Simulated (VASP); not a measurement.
Runs of VASP 6.6.1 on Os. The structure is that of space group Fd-3m (No. 227), or close to it. The cells are those of the table. This isn't the form of Os at room conditions, which is hcp.

```csv
task,cell,k mesh,cutoff (eV),gap on the mesh (eV),pressure (GPa)
single point,"a = 3.870 Å, angles 60.0°, 2 atoms",11 × 11 × 11,520,none,-1.5
single point,"a = 3.921 Å, angles 60.0°, 2 atoms",11 × 11 × 11,520,none,-9.6
single point,"a = 3.870 Å, angles 60.0°, 2 atoms",10 × 10 × 10,520,none,-1.5
single point,"a = 3.764 Å, angles 60.0°, 2 atoms",11 × 11 × 11,520,none,21.1
single point,"a = 3.817 Å, angles 60.0°, 2 atoms",11 × 11 × 11,520,none,(a)
single point,"a = 4.019 Å, angles 60.0°, 2 atoms",11 × 11 × 11,520,none,-21.2
relaxation of cell and atoms,"relaxed from a = 3.766 Å, angles 60.0°, 2 atoms",10 × 10 × 10,600,none,0.1
```

Alike in all rows: level LDA; potentials or basis VASP PAW LDA potentials, release 64 (Os); no spin polarisation; smearing fermi-dirac 0.1 eV.

Task: Fill in the values left out.

Result: (a) 8.6.

Caveats: spin-orbit coupling is left out, which moves the levels of the heavy elements; the cell stands under tension (at least some runs); the cell stands under pressure (at least some runs).

A k mesh can miss the band edges, and the runs leave out spin-orbit coupling on Os.

A gap of «none» marks levels without a gap at the run's occupations.
